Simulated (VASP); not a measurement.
The system is Ge.

```xyz
1
Lattice="-1.6084 1.6084 1.8732 1.6084 -1.6084 1.8732 1.6084 1.6084 -1.8732" Properties=species:S:1:pos:R:3 pbc="T T T"
Ge    0.0000    0.0000    1.8732
```

- Program: VASP 6.6.1
- Task: relaxation of cell and atoms
- Functional: revPBE
- Dispersion: D4
- Potentials or basis: VASP PAW PBE potentials, release 64 (Ge_d)
- Cutoff: 600 eV
- k mesh: 12 × 12 × 12
- Occupations: fermi-dirac, width 0.05 eV
- Spin: no spin polarisation

At the start: pressure -3.1 GPa; volume 19.38 Å³/atom.

How do energy, volume and symmetry change on relaxing?

Over 4 steps the energy falls by 9.8 meV/atom and the volume is 18.41 Å³/atom (-5.0 %); space group I4/mmm (No. 139, to 0.05 Å).

Step by step:
```
step  energy change (eV)  largest force (eV/Å)  pressure (GPa)  volume (Å³)
   1              0.0000                0.0000           -3.11        19.38
   2             -0.0097                0.0000            0.09        18.35
   3             -0.0098                0.0000            0.12        18.38
   4             -0.0098                0.0000            0.00        18.41
```

Final structure:
```yaml
crystal:
  lattice:
    - [-1.57929, 1.57929, 1.84560]
    - [1.57929, -1.57929, 1.84560]
    - [1.57929, 1.57929, -1.84560]
  atoms:
    - { symbol: Ge, position: [0.50000, 0.50000, 0.00000] }
```

Caveat: the PAW data sets were made with another functional, which shifts forces and pressure a little; pairwise dispersion overbinds metals, which lowers pressure and volume.
